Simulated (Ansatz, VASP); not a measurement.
Ti2C in VASP and in Ansatz

```
Ti C
1.0
     2.91150    1.68095    9.09671
    -2.91150    1.68095    9.09671
     0.00000   -3.36191    9.09671
Ti C
2 1
Direct
  0.24550 0.24550 0.24550
  0.75450 0.75450 0.75450
  0.50000 0.50000 0.50000
```

Alike in both runs: task single point; functional PBEsol; k mesh 6 × 6 × 6; occupations gaussian, width 0.1 eV; no spin polarisation.

|  | VASP | Ansatz |
| --- | --- | --- |
| version | VASP 6.6.1 | Ansatz 0.2.0 |
| potentials or method | VASP PAW PBE potentials, release 64 (Ti_sv, C), cutoff 520 eV | scalar-relativistic, plane waves, PAW |
| valence electrons in the cell | 28 | 28 |

|  | VASP | Ansatz | Ansatz less VASP |
| --- | --- | --- | --- |
| gap on the k mesh at the Fermi level (eV) | none | none | - |
| pressure (GPa) | -4.1 | -4.1 | +0.01 |
| traceless stress, the component that is largest in VASP (GPa) | 0.10 | 0.10 | 0.000 |
| rms of the force components (eV/Å) | 0.459 | 0.459 | -0.0002 |

VASP's potentials were made for PBE, not for PBEsol. Atom by atom the forces differ by 0.000 eV/Å (rms over components). A gap of «none» marks a metal or a gap that the smearing closes. With one functional, cell and mesh, what is left measures potentials, basis and numerics.
